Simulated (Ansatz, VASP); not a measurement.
## HfS2: VASP beside Ansatz

INCAR

```
ALGO     = Normal         # electronic algorithm
EDIFF    = 1E-6           # SCF threshold, eV
ENCUT    = 500            # plane-wave cutoff, eV
GGA      = PE             # functional
GGA_COMPAT= False        
ISIF     = 2              # what is computed and relaxed
ISMEAR   = -1             # smearing method
LASPH    = True           # aspherical terms in the spheres
LCHARG   = False          # write CHGCAR
LREAL    = False          # projectors in reciprocal space
LWAVE    = False          # write WAVECAR
NBANDS   = 18             # bands
NELM     = 120            # most SCF steps
PREC     = Accurate       # precision mode
SIGMA    = 0.02           # smearing width, eV
```

Contents of KPOINTS:

```
k-points
0
Gamma
  12 12 4
```

Contents of POSCAR:

```
HfS2
1.0
    3.7392048372      0.0000000000      0.0000000000
   -1.8696024186      3.2382463790      0.0000000000
    0.0000000000      0.0000000000      5.7901827784
Hf S
1 2
Direct
    0.0000000000      0.0000000000      0.0000000000
    0.3333333333      0.6666666667      0.2397385716
    0.6666666667      0.3333333333      0.7602614284
```

Input for Ansatz:

```yaml
crystal:
  lattice:
    - [3.7392048372, 0.0, 0.0]
    - [-1.8696024186, 3.238246379, 0.0]
    - [0.0, 0.0, 5.7901827784]
  atoms:
    - { symbol: Hf, position: [0.0, 0.0, 0.0] }
    - { symbol: S, position: [0.3333333333, 0.6666666667, 0.2397385716] }
    - { symbol: S, position: [0.6666666667, 0.3333333333, 0.7602614284] }
kpoints:
  mp_grid: { grid: [12, 12, 4] }
  band_path:
    path:
      - [0.0, 0.0, 0.0]
      - [0.5, 0.0, 0.0]
      - [0.3333333333, 0.3333333333, 0.0]
      - [0.0, 0.0, 0.5]
      - [0.5, 0.0, 0.5]
      - [0.3333333333, 0.3333333333, 0.5]
      - [0.0, 0.25, 0.25]
      - [-0.067708, 0.03125, 0.0]
      - [0.0, 0.5, 0.5]
    npoints: 1
hamiltonian:
  xc: pbe
scf:
  occupations: { method: fermi_dirac, width: 0.02 }
  n_extra_bands: 4
output:
  forces: true
  stress: true
  eigenvalues: true
```

Change from the starting cell: epitaxial_xy strain +3.0%.

Alike in both runs: task single point; functional PBE; k mesh 12 × 12 × 4; occupations fermi-dirac, width 0.02 eV; no spin polarisation.

|  | VASP | Ansatz |
| --- | --- | --- |
| version | VASP 6.6.1 | Ansatz 0.2.0 |
| potentials or method | VASP PAW PBE potentials, release 64 (Hf_pv, S) | plane waves, PAW |
| plane-wave cutoff (eV) | 500 | 420 |
| valence electrons in the cell | 22 | 38 |

```tsv
	VASP	Ansatz	Ansatz less VASP
gap on the k mesh at the Fermi level (eV)	1.18	1.16	-0.014
pressure (GPa)	-1.6	-1.0	+0.58
traceless stress, the component that is largest in VASP (GPa)	3.51	3.39	-0.126
rms of the force components (eV/Å)	0.014	0.044	+0.0303
```

Atom by atom the forces differ by 0.030 eV/Å (rms over components). The functional is the same, so the differences come from potentials, cutoffs and numerics. VASP's potentials hold 22 valence electrons a cell and Ansatz's 38, so a difference there can come from the potentials and not from the codes.

Spin-orbit coupling is off throughout.
